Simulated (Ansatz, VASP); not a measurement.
**Pb: VASP beside Ansatz**

The input INCAR:

```
  PREC = Accurate
  ENCUT = 520
  EDIFF = 1E-7
  ISMEAR = -1
  SIGMA = 0.05
  LREAL = False
  LASPH = True
  NELM = 80
  ALGO = Normal
  ISIF = 2
  LWAVE = False
  LCHARG = False
  GGA = PS
  NBANDS = 13
```

Contents of KPOINTS:

```
Automatic mesh
0
Gamma
  5 5 5
```

Contents of POSCAR:

```
Pb
1.0
    0.0193336300      2.4628699300      2.4528113600
    2.5028571400     -0.0067465600      2.4788915500
    2.4813249000      2.4674178800      0.0147856800
Pb
1
Direct
    0.0000000000      0.0000000000      0.0000000000
```

The input input.yaml:

```yaml
crystal:
  lattice:
    - [0.01933363, 2.46286993, 2.45281136]
    - [2.50285714, -0.00674656, 2.47889155]
    - [2.4813249, 2.46741788, 0.01478568]
  atoms:
    - { symbol: Pb, position: [0.0, 0.0, 0.0] }
hamiltonian:
  xc: pbesol
  pseudopotentials: { kind: paw }
kpoints:
  mp_grid: { grid: [5, 5, 5] }
  band_path:
    path:
      - [[0.0, -0.5, 0.0], [0.0, 0.0, 0.0], [0.5, 0.5, 0.5]]
      - [[0.5, 0.0, 0.5], [0.0, 0.0, 0.0], [-0.5, 0.0, 0.0]]
      - [[-0.5, -0.5, 0.0], [0.0, 0.0, 0.0], [0.0, 0.5, 0.5]]
      - [[0.0, 0.0, 0.5], [0.0, 0.0, 0.0]]
    npoints: 14
scf:
  occupations: { method: fermi_dirac, width: 0.05 }
  n_extra_bands: 6
output:
  forces: true
  stress: true
  eigenvalues: true
  fatbands: false
  write_density: true
  write_potential: true
  elf: true
  volumetric_format: npy
```

Alike in both runs: functional PBEsol; k mesh 5 × 5 × 5; occupations fermi-dirac, width 0.05 eV; no spin polarisation.

|  | VASP | Ansatz |
| --- | --- | --- |
| version | VASP 6.6.1 | Ansatz 0.2.0 |
| potentials or method | VASP PAW PBE potentials, release 64 (Pb_d) | Ansatz PAW |
| plane-wave cutoff (eV) | 520 | 420 |
| valence electrons in the cell | 14 | 14 |
| task | single point | band structure |

|  | VASP | Ansatz | Ansatz less VASP |
| --- | --- | --- | --- |
| gap on the k mesh at the Fermi level (eV) | none | none | - |
| pressure (GPa) | -0.7 | -0.7 | +0.08 |
| traceless stress, the component that is largest in VASP (GPa) | -0.60 | -0.60 | -0.002 |

VASP's potentials were made for PBE, not for PBEsol. A gap of «none» marks a metal or a gap that the smearing closes.

The k mesh is coarse, so the values compare programs but aren't converged. Neither program's run includes spin-orbit coupling.
